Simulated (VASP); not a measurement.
Wanted: the native input for a VASP 6.6.1 run.

- Task: single point
- Functional: HSE06
- Potentials or basis: VASP PAW PBE potentials, release 64 (Pt, S)
- Cutoff: 400 eV
- k mesh: 6 × 6 × 4
- Occupations: gaussian, width 0.01 eV
- Spin: no spin polarisation
- Dipole correction: no
- Grid for exact exchange (PRECFOCK): Normal
- Further INCAR settings: ALGO = Normal; EDIFF = 1e-06; NBANDS = 18
- Share of exact exchange: 0.25
- Screening parameter: 0.2079 1/Å

The system is PtS2.

```
Pt S
1.0
     3.55264    0.00000    0.00000
    -1.77632    3.07668    0.00000
     0.00000    0.00000    5.12272
Pt S
1 2
Cartesian
  0.0000 0.0000 0.0000
  1.7763 1.0256 3.8971
  0.0000 2.0511 1.2257
```

One way to write it, as run:

POSCAR

```
PtS2
1.0
    3.5526392528      0.0000000000      0.0000000000
   -1.7763196264      3.0766758434      0.0000000000
    0.0000000000      0.0000000000      5.1227220331
Pt S
1 2
Direct
    0.0000000000      0.0000000000      0.0000000000
    0.6666666667      0.3333333333      0.7607402620
    0.3333333333      0.6666666667      0.2392597380
```

INCAR.step1

```
PREC = Accurate
ENCUT = 400
EDIFF = 1E-5
ISMEAR = 0
SIGMA = 0.01
LREAL = F
LASPH = T
NELM = 120
ALGO = Normal
ISIF = 2
LWAVE = T
LCHARG = F
NBANDS = 18
GGA = PE
GGA_COMPAT = F
```

INCAR.step2

```
PREC = Accurate
ENCUT = 400
EDIFF = 1E-6
ISMEAR = 0
SIGMA = 0.01
LREAL = F
LASPH = T
NELM = 120
ALGO = Normal
ISIF = 2
LWAVE = F
LCHARG = F
GGA = PE
LHFCALC = T
HFSCREEN = 0.2079
PRECFOCK = Normal
NBANDS = 18
ISTART = 1
GGA_COMPAT = F
```

KPOINTS

```
regular mesh
0
Gamma
  6 6 4
```

Potentials or basis: VASP PAW PBE potentials, release 64 (Pt, S).

Launch:

```sh
$ cat potpaw_PBE.64/Pt/POTCAR potpaw_PBE.64/S/POTCAR > POTCAR
$ cp INCAR.step1 INCAR
$ mpirun -np 1 vasp_std > vasp.out
$ cp INCAR.step2 INCAR
$ mpirun -np 1 vasp_std > vasp.out
```

It gave:

```
Pressure               : -1.4 GPa
Largest force          : 0.411 eV/Å
Band gap on the k mesh : 1.40 eV (least direct gap 2.14 eV)
```

Caveat: the PAW data sets were made with another functional, which shifts forces and pressure a little; spin-orbit coupling is left out, which moves the levels of the heavy elements.

It took 46 min on 1 thread of Intel(R) Xeon(R) Platinum 8375C CPU @ 2.90GHz (Ice Lake) (shared host), peak memory 0.27 GiB.
